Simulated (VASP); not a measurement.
# MoS2 (P6_3/mmc) in VASP: further runs

MoS2 is run at these levels: PBEsol+U, LDA+U; tasks: single point.

Program: VASP 6.6.1. These are calculated values, not measurements. Logs are shortened: lines on timing, memory, paths and dates and some standing lists are left out, and cuts for length are marked.

## Step 1: The cell of the first run

The structure is hexagonal, space group P6_3/mmc (No. 194). The conventional cell has a = 3.169 Å, b = 3.169 Å, c = 12.324 Å, α = 90.00°, β = 90.00°, γ = 120.00°. Within 3.2 Å of Mo (site symmetry -6m2) lie 6 S at 2.41 Å and 6 Mo at 3.17 Å. S (site symmetry 3m) has 3 Mo at 2.41 Å and 7 S at 3.13 to 3.17 Å within 3.2 Å.

## Step 2: Single point, PBEsol+U

POSCAR

```
MoS2
1.0
    3.1690000000      0.0000000000      0.0000000000
   -1.5845000000      2.7444345046      0.0000000000
    0.0000000000      0.0000000000     12.3240000000
Mo S
2 4
Direct
    0.6666666667      0.3333333333      0.7500000000
    0.3333333333      0.6666666667      0.2500000000
    0.6666666667      0.3333333333      0.3770000000
    0.3333333333      0.6666666667      0.8770000000
    0.6666666667      0.3333333333      0.1230000000
    0.3333333333      0.6666666667      0.6230000000
```

INCAR.step1

```
SYSTEM = MoS2
PREC = Accurate
ENCUT = 520
EDIFF = 1E-6
ISMEAR = -1
SIGMA = 0.05
LREAL = .FALSE.
LASPH = .TRUE.
NELM = 150
ALGO = Normal
ISIF = 2
LWAVE = .FALSE.
LCHARG = .TRUE.
LMAXMIX = 4
LDAU = .TRUE.
LDAUTYPE = 2
LDAUL = 2 -1
LDAUU = 8 0
LDAUJ = 0 0
LDAUPRINT = 1
GGA = PS
NBANDS = 35
```

KPOINTS.step1

```
Automatic mesh
0
G
  10 10 3
  0 0 0
```

INCAR.step2

```
SYSTEM = MoS2
PREC = Accurate
ENCUT = 520
EDIFF = 1E-6
ISMEAR = -5
SIGMA = 0.05
LREAL = .FALSE.
LASPH = .TRUE.
NELM = 150
ALGO = Normal
ISIF = 2
LWAVE = .FALSE.
LCHARG = .FALSE.
LMAXMIX = 4
LDAU = .TRUE.
LDAUTYPE = 2
LDAUL = 2 -1
LDAUU = 8 0
LDAUJ = 0 0
LDAUPRINT = 1
GGA = PS
LORBIT = 10
NEDOS = 2001
ICHARG = 11
```

KPOINTS.step2

```
Automatic mesh
0
G
  15 15 5
  0 0 0
```

Potentials or basis: VASP PAW PBE potentials, release 64 (Mo_sv, S).

Command:

```bash
cat potpaw_PBE.64/Mo_sv/POTCAR potpaw_PBE.64/S/POTCAR > POTCAR
cp INCAR.step1 INCAR
cp KPOINTS.step1 KPOINTS
mpirun -np 1 vasp_std > vasp.out
cp INCAR.step2 INCAR
cp KPOINTS.step2 KPOINTS
mpirun -np 1 vasp_std > vasp.out
```

OUTCAR:

```text
SYSTEM = MoS2
   PREC = Accurate
   ENCUT = 520
   EDIFF = 1E-6
   ISMEAR = -5
   LREAL = .FALSE.
   LASPH = .TRUE.
   NELM = 150
   ISIF = 2
   GGA = PS
   LORBIT = 10
   ICHARG = 11

 ion  position               nearest neighbor table
   1  0.667  0.333  0.750-   4 2.41   6 2.41   4 2.41   6 2.41   4 2.41   6 2.41
   2  0.333  0.667  0.250-   3 2.41   5 2.41   3 2.41   5 2.41   3 2.41   5 2.41
   3  0.667  0.333  0.377-   2 2.41   2 2.41   2 2.41
   4  0.333  0.667  0.877-   1 2.41   1 2.41   1 2.41
   5  0.667  0.333  0.123-   2 2.41   2 2.41   2 2.41
   6  0.333  0.667  0.623-   1 2.41   1 2.41   1 2.41

  LATTYP: Found a hexagonal cell.
 ALAT       =     3.1690000000
 C/A-ratio  =     3.8889239508

  Lattice vectors:

 A1 = (   3.1690000000,   0.0000000000,   0.0000000000)
 A2 = (  -1.5845000000,   2.7444345046,   0.0000000000)
 A3 = (   0.0000000000,   0.0000000000,  12.3240000000)

Analysis of symmetry for initial positions (statically):
=====================================================================
 Subroutine PRICEL returns:
 Original cell was already a primitive cell.

 Routine SETGRP: Setting up the symmetry group for a
 hexagonal supercell.

 Subroutine GETGRP returns: Found 24 space group operations
 (whereof 12 operations were pure point group operations)
 out of a pool of 24 trial point group operations.

The static configuration has the point symmetry D_3d.
 The point group associated with its full space group is D_6h.

Analysis of symmetry for dynamics (positions and initial velocities):
=====================================================================
 Subroutine PRICEL returns:
 Original cell was already a primitive cell.

 Routine SETGRP: Setting up the symmetry group for a
 hexagonal supercell.

 Subroutine GETGRP returns: Found 24 space group operations
 (whereof 12 operations were pure point group operations)
 out of a pool of 24 trial point group operations.

The dynamic configuration has the point symmetry D_3d.
 The point group associated with its full space group is D_6h.

 Subroutine INISYM returns: Found 24 space group operations
 (whereof 12 operations are pure point group operations),
 and found     1 'primitive' translations

----------------------------------------------------------------------------------------

                                     Primitive cell

  volume of cell :     107.1832

  direct lattice vectors                    reciprocal lattice vectors
     3.169000000  0.000000000  0.000000000     0.315556958  0.182186895  0.000000000
    -1.584500000  2.744434505  0.000000000     0.000000000  0.364373789  0.000000000
     0.000000000  0.000000000 12.324000000     0.000000000  0.000000000  0.081142486

  length of vectors
     3.169000000  3.169000000 12.324000000     0.364373789  0.364373789  0.081142486

  position of ions in fractional coordinates (direct lattice)
     0.666666667  0.333333333  0.750000000
     0.333333333  0.666666667  0.250000000
     0.666666667  0.333333333  0.377000000
     0.333333333  0.666666667  0.877000000
     0.666666667  0.333333333  0.123000000
     0.333333333  0.666666667  0.623000000

  ion indices of the primitive-cell ions
   primitive index   ion index
                 1           1
                 2           2
                 3           3
                 4           4
                 5           5
                 6           6

----------------------------------------------------------------------------------------

 KPOINTS: Automatic mesh

Automatic generation of k-mesh.
 Grid dimensions read from file:
 generate k-points for:   15   15    5

 Generating k-lattice:

  Cartesian coordinates                     Fractional coordinates (reciprocal lattice)
     0.021037131  0.012145793  0.000000000     0.066666667  0.000000000  0.000000000
     0.000000000  0.024291586  0.000000000     0.000000000  0.066666667  0.000000000
[... 83 lines left out ...]
  Thomas-Fermi vector in A             =   2.418452
   LORBIT       =     10    0 simple, 1 ext, 2 COOP (PROOUT), +10 PAW based schemes
 LDA+U is selected, type is set to LDAUTYPE =  2
   angular momentum for each species LDAUL =     2   -1
   U (eV)           for each species LDAUU =   8.0  0.0
   J (eV)           for each species LDAUJ =   0.0  0.0
   GGA     = PS    functional components
   LHFCALC =     F    Hartree Fock is set to
   AEXX    =    0.0000 exact exchange contribution
   IVDW    =     0    specifies the selected vdW correction
   LEPSILON=     F    determine dielectric tensor
   LRPA    =     F    only Hartree local field effects (RPA)
 non-spin polarized calculation
 Fermi weights with tetrahedron method with Bloechl corrections
  energy-cutoff  :      520.00
  volume of cell :      107.18
 maximum number of plane-waves:      2908
 NGX is ok and might be reduce to    24

atom =   1  type =  1  l = 2

 onsite density matrix

spin component  1

  0.3706  0.0000 -0.0000 -0.0000  0.0000
  0.0000  0.3597 -0.0000 -0.0000  0.0000
 -0.0000 -0.0000  0.4450  0.0000  0.0000
 -0.0000 -0.0000  0.0000  0.3597 -0.0000
  0.0000  0.0000  0.0000 -0.0000  0.3706

spin component  2

  0.3706  0.0000 -0.0000 -0.0000  0.0000
  0.0000  0.3597 -0.0000 -0.0000  0.0000
 -0.0000 -0.0000  0.4450  0.0000  0.0000
 -0.0000 -0.0000  0.0000  0.3597 -0.0000
  0.0000  0.0000  0.0000 -0.0000  0.3706

 occupancies and eigenvectors

  o =  0.3597  v = -0.0000  0.0001  0.0000 -1.0000 -0.0000  0.0000  0.0000  0.0000  0.0000  0.0000      0.0000  0.0000  0.0000  0.0000  0.0000  0.0000  0.0000  0.0000  0.0000  0.0000
  o =  0.3597  v =  0.0000  0.0000  0.0000  0.0000  0.0000 -0.0000  0.0001  0.0000 -1.0000 -0.0000      0.0000  0.0000  0.0000  0.0000  0.0000  0.0000  0.0000  0.0000  0.0000  0.0000
  o =  0.3597  v = -0.0000  1.0000  0.0000  0.0001 -0.0000  0.0000  0.0000  0.0000  0.0000  0.0000      0.0000  0.0000  0.0000  0.0000  0.0000  0.0000  0.0000  0.0000  0.0000  0.0000
  o =  0.3597  v =  0.0000  0.0000  0.0000  0.0000  0.0000 -0.0000  1.0000  0.0000  0.0001 -0.0000      0.0000  0.0000  0.0000  0.0000  0.0000  0.0000  0.0000  0.0000  0.0000  0.0000
  o =  0.3706  v =  0.0000  0.0000  0.0000  0.0000  0.0000 -0.0481  0.0000 -0.0000 -0.0000  0.9988      0.0000  0.0000  0.0000  0.0000  0.0000  0.0000  0.0000  0.0000  0.0000  0.0000
  o =  0.3706  v = -0.0481  0.0000 -0.0000 -0.0000  0.9988  0.0000  0.0000  0.0000  0.0000  0.0000      0.0000  0.0000  0.0000  0.0000  0.0000  0.0000  0.0000  0.0000  0.0000  0.0000
  o =  0.3706  v =  0.0000  0.0000  0.0000  0.0000  0.0000 -0.9988 -0.0000  0.0000  0.0000 -0.0481      0.0000  0.0000  0.0000  0.0000  0.0000  0.0000  0.0000  0.0000  0.0000  0.0000
  o =  0.3706  v = -0.9988 -0.0000  0.0000  0.0000 -0.0481  0.0000  0.0000  0.0000  0.0000  0.0000      0.0000  0.0000  0.0000  0.0000  0.0000  0.0000  0.0000  0.0000  0.0000  0.0000
  o =  0.4450  v =  0.0000  0.0000  0.0000  0.0000  0.0000  0.0000  0.0000 -1.0000  0.0000 -0.0000      0.0000  0.0000  0.0000  0.0000  0.0000  0.0000  0.0000  0.0000  0.0000  0.0000
  o =  0.4450  v =  0.0000  0.0000 -1.0000  0.0000 -0.0000  0.0000  0.0000  0.0000  0.0000  0.0000      0.0000  0.0000  0.0000  0.0000  0.0000  0.0000  0.0000  0.0000  0.0000  0.0000

atom =   2  type =  1  l = 2

 onsite density matrix

spin component  1

  0.3706 -0.0000 -0.0000 -0.0000  0.0000
 -0.0000  0.3597  0.0000 -0.0000  0.0000
 -0.0000  0.0000  0.4450  0.0000  0.0000
 -0.0000 -0.0000  0.0000  0.3597 -0.0000
  0.0000  0.0000  0.0000 -0.0000  0.3706

spin component  2

  0.3706 -0.0000 -0.0000 -0.0000  0.0000
 -0.0000  0.3597  0.0000 -0.0000  0.0000
 -0.0000  0.0000  0.4450  0.0000  0.0000
 -0.0000 -0.0000  0.0000  0.3597 -0.0000
  0.0000  0.0000  0.0000 -0.0000  0.3706

 occupancies and eigenvectors

  o =  0.3597  v =  0.0000 -0.0000  0.0000  1.0000 -0.0000  0.0000  0.0000  0.0000  0.0000  0.0000      0.0000  0.0000  0.0000  0.0000  0.0000  0.0000  0.0000  0.0000  0.0000  0.0000
  o =  0.3597  v =  0.0000  0.0000  0.0000  0.0000  0.0000  0.0000 -0.0000  0.0000  1.0000 -0.0000      0.0000  0.0000  0.0000  0.0000  0.0000  0.0000  0.0000  0.0000  0.0000  0.0000
  o =  0.3597  v =  0.0000 -1.0000 -0.0000 -0.0000  0.0000  0.0000  0.0000  0.0000  0.0000  0.0000      0.0000  0.0000  0.0000  0.0000  0.0000  0.0000  0.0000  0.0000  0.0000  0.0000
  o =  0.3597  v =  0.0000  0.0000  0.0000  0.0000  0.0000  0.0000 -1.0000 -0.0000 -0.0000  0.0000      0.0000  0.0000  0.0000  0.0000  0.0000  0.0000  0.0000  0.0000  0.0000  0.0000
  o =  0.3706  v =  0.0000  0.0000 -0.0000  0.0000  1.0000  0.0000  0.0000  0.0000  0.0000  0.0000      0.0000  0.0000  0.0000  0.0000  0.0000  0.0000  0.0000  0.0000  0.0000  0.0000
  o =  0.3706  v =  0.0000  0.0000  0.0000  0.0000  0.0000  0.0000  0.0000 -0.0000  0.0000  1.0000      0.0000  0.0000  0.0000  0.0000  0.0000  0.0000  0.0000  0.0000  0.0000  0.0000
  o =  0.3706  v =  0.0000  0.0000  0.0000  0.0000  0.0000  1.0000  0.0000  0.0000  0.0000  0.0000      0.0000  0.0000  0.0000  0.0000  0.0000  0.0000  0.0000  0.0000  0.0000  0.0000
  o =  0.3706  v =  1.0000  0.0000  0.0000  0.0000  0.0000  0.0000  0.0000  0.0000  0.0000  0.0000      0.0000  0.0000  0.0000  0.0000  0.0000  0.0000  0.0000  0.0000  0.0000  0.0000
  o =  0.4450  v =  0.0000 -0.0000  1.0000  0.0000  0.0000  0.0000  0.0000  0.0000  0.0000  0.0000      0.0000  0.0000  0.0000  0.0000  0.0000  0.0000  0.0000  0.0000  0.0000  0.0000
  o =  0.4450  v =  0.0000  0.0000  0.0000  0.0000  0.0000  0.0000 -0.0000  1.0000  0.0000  0.0000      0.0000  0.0000  0.0000  0.0000  0.0000  0.0000  0.0000  0.0000  0.0000  0.0000

 number of electron      51.9999997 magnetization

 Free energy of the ion-electron system (eV)
  ---------------------------------------------------
  ext. energy  EPLUGINS =         0.00000000
  ---------------------------------------------------
  free energy    TOTEN  =       -27.84901921 eV

  energy without entropy =      -27.84901921  energy(sigma->0) =      -27.84901921

 E-fermi :   7.4462     XC(G=0): -11.0014

 val. band max:        7.4397590910   @ k =   0.0000   0.0000   0.0000
 cond. band min:       8.3674841810   @ k =   0.3333   0.3333   0.0000
 fundamental gap:      0.9277250900
 Fermi energy:         7.4461750704

 k-point     1 :       0.0000    0.0000    0.0000
  band No.  band energies     occupation
      1     -54.6943      2.00000
      2     -54.6943      2.00000
      3     -28.7738      2.00000
      4     -28.7737      2.00000
      5     -28.6592      2.00000
      6     -28.6592      2.00000
[... 805 lines left out ...]
     30      10.1580      0.00000
     31      10.2215      0.00000

 [... further k-points ...]

------------------------ aborting loop because EDIFF is reached ----------------------------------------

  FORCE on cell =-STRESS in cart. coord.  units (eV):
  Direction    XX          YY          ZZ          XY          YZ          ZX
  --------------------------------------------------------------------------------------
  -------------------------------------------------------------------------------------
  Total        1.4542483      1.4542483      2.2018706      0.0000000      0.0000000      0.0000000
  in kB       21.7381388     21.7381388     32.9136144      0.0000000      0.0000000      0.0000000
  external PRESSURE =      25.4632974 kB  Pullay stress =       0.0000000 kB

 VOLUME and BASIS-vectors are now :
 -----------------------------------------------------------------------------
  energy-cutoff  :      520.00
  volume of cell :      107.18
      direct lattice vectors                 reciprocal lattice vectors
     3.169000000  0.000000000  0.000000000     0.315556958  0.182186895  0.000000000
    -1.584500000  2.744434505  0.000000000     0.000000000  0.364373789  0.000000000
     0.000000000  0.000000000 12.324000000     0.000000000  0.000000000  0.081142486

 POSITION                                       TOTAL-FORCE (eV/Angst)
 -----------------------------------------------------------------------------------
      1.58450      0.91481      9.24300         0.000000      0.000000     -0.000000
     -0.00000      1.82962      3.08100        -0.000000      0.000000     -0.000000
      1.58450      0.91481      4.64615         0.000000     -0.000000      0.288295
     -0.00000      1.82962     10.80815         0.000000      0.000000      0.288295
      1.58450      0.91481      1.51585         0.000000     -0.000000     -0.288295
     -0.00000      1.82962      7.67785         0.000000      0.000000     -0.288295
 -----------------------------------------------------------------------------------
    total drift:                               -0.000000      0.000000     -0.000000

  FREE ENERGIE OF THE ION-ELECTRON SYSTEM (eV)
  ---------------------------------------------------
  free  energy   TOTEN  =       -27.8490192103 eV

  energy  without entropy=      -27.8490192103  energy(sigma->0) =      -27.84901921

 total charge

# of ion       s       p       d       tot
------------------------------------------
    1        2.310   6.236   3.759  12.305
    2        2.310   6.236   3.759  12.305
    3        1.357   2.341   0.000   3.698
    4        1.357   2.341   0.000   3.698
    5        1.357   2.341   0.000   3.698
    6        1.357   2.341   0.000   3.698
--------------------------------------------------
tot         10.048  21.835   7.519  39.402
```

Wall time 3.8 min (1 thread of Oxide Virtual Turin-like, shared host); peak memory 0.31 GiB.

What came out:

| Item | Value |
| --- | --- |
| Valence electrons inside the program's atomic spheres | Mo 12.30; S 3.70 |

Levels at points of the mesh, in eV from the valence-band top:
| k point | band 22 | band 23 | band 24 | band 25 | band 26 | band 27 | band 28 | band 29 | band 30 | band 31 |
| --- | --- | --- | --- | --- | --- | --- | --- | --- | --- | --- |
| (0.00, 0.00, 0.00) | -1.79 | -1.79 | -1.19 | -1.10 | 0.00 | 2.37 | 2.38 | 2.39 | 2.42 | 2.47 |

Eigenvalues of the final occupation matrices:
| site | spin | trace | eigenvalues |
| --- | --- | --- | --- |
| site 1 d | 1 | 1.91 | 0.36 0.36 0.37 0.37 0.45 |
| site 1 d | 2 | 1.91 | 0.36 0.36 0.37 0.37 0.45 |
| site 2 d | 1 | 1.91 | 0.36 0.36 0.37 0.37 0.45 |
| site 2 d | 2 | 1.91 | 0.36 0.36 0.37 0.37 0.45 |

Caveat: the PAW data sets were made with another functional, which shifts forces and pressure a little; this functional lacks dispersion, which binds layers or chains, so the pressure and a relaxed spacing across them are unreliable.

## Step 3: Single point, LDA+U

POSCAR is that of step 2.

INCAR.step1

```
ALGO     = Normal         # electronic algorithm
EDIFF    = 1E-6           # SCF threshold, eV
ENCUT    = 520            # plane-wave cutoff, eV
ISIF     = 2              # what is computed and relaxed
ISMEAR   = -1             # smearing method
LASPH    = True           # aspherical terms in the spheres
LCHARG   = True           # write CHGCAR
LDAU     = True           # DFT+U
LDAUJ    = 0 0          
LDAUL    = 2 -1           # shell
LDAUPRINT= 1            
LDAUTYPE = 2            
LDAUU    = 6 0            # U, eV
LMAXMIX  = 4              # l up to which the mixer works
LREAL    = False          # projectors in reciprocal space
LWAVE    = False          # write WAVECAR
NBANDS   = 35             # bands
NELM     = 150            # most SCF steps
PREC     = Accurate       # precision mode
SIGMA    = 0.05           # smearing width, eV
```

KPOINTS.step1

```
k-points
0
Gamma
  10 10 3
```

INCAR.step2

```
ALGO     = Normal         # electronic algorithm
EDIFF    = 1E-6           # SCF threshold, eV
ENCUT    = 520            # plane-wave cutoff, eV
ICHARG   = 11             # starting density
ISIF     = 2              # what is computed and relaxed
ISMEAR   = -5             # smearing method
LASPH    = True           # aspherical terms in the spheres
LCHARG   = False          # write CHGCAR
LDAU     = True           # DFT+U
LDAUJ    = 0 0          
LDAUL    = 2 -1           # shell
LDAUPRINT= 1            
LDAUTYPE = 2            
LDAUU    = 6 0            # U, eV
LMAXMIX  = 4              # l up to which the mixer works
LORBIT   = 10             # projections on sites
LREAL    = False          # projectors in reciprocal space
LWAVE    = False          # write WAVECAR
NBANDS   = 35             # bands
NEDOS    = 2001           # points of the DOS
NELM     = 150            # most SCF steps
PREC     = Accurate       # precision mode
SIGMA    = 0.05           # smearing width, eV
```

KPOINTS.step2

```
k-points
0
Gamma
  15 15 5
```

Potentials or basis: VASP PAW LDA potentials, release 64 (Mo_sv, S).

Command:

```bash
cat potpaw_LDA.64/Mo_sv/POTCAR potpaw_LDA.64/S/POTCAR > POTCAR
cp INCAR.step1 INCAR
cp KPOINTS.step1 KPOINTS
mpirun -np 1 vasp_std > vasp.out
cp INCAR.step2 INCAR
cp KPOINTS.step2 KPOINTS
mpirun -np 1 vasp_std > vasp.out
```

Wall time 5.6 min (1 thread of Oxide Virtual Turin-like, shared host); peak memory 0.3 GiB.

It converged, with:

| Quantity | Value |
| --- | --- |
| Valence electrons inside the program's atomic spheres | Mo 12.36; S 3.70 |

Levels at points of the mesh, in eV from the valence-band top:
```csv
k point,band 23,band 24,band 25,band 26,band 27,band 28,band 29,band 30
"(0.00, 0.00, 0.00)",-1.96,-1.20,-1.17,0.00,2.21,2.21,2.23,2.23
```

Eigenvalues of the final occupation matrices:
| site | spin | trace | eigenvalues |
| --- | --- | --- | --- |
| site 1 d | 1 | 1.94 | 0.37 0.37 0.39 0.39 0.43 |
| site 1 d | 2 | 1.94 | 0.37 0.37 0.39 0.39 0.43 |
| site 2 d | 1 | 1.94 | 0.37 0.37 0.39 0.39 0.43 |
| site 2 d | 2 | 1.94 | 0.37 0.37 0.39 0.39 0.43 |
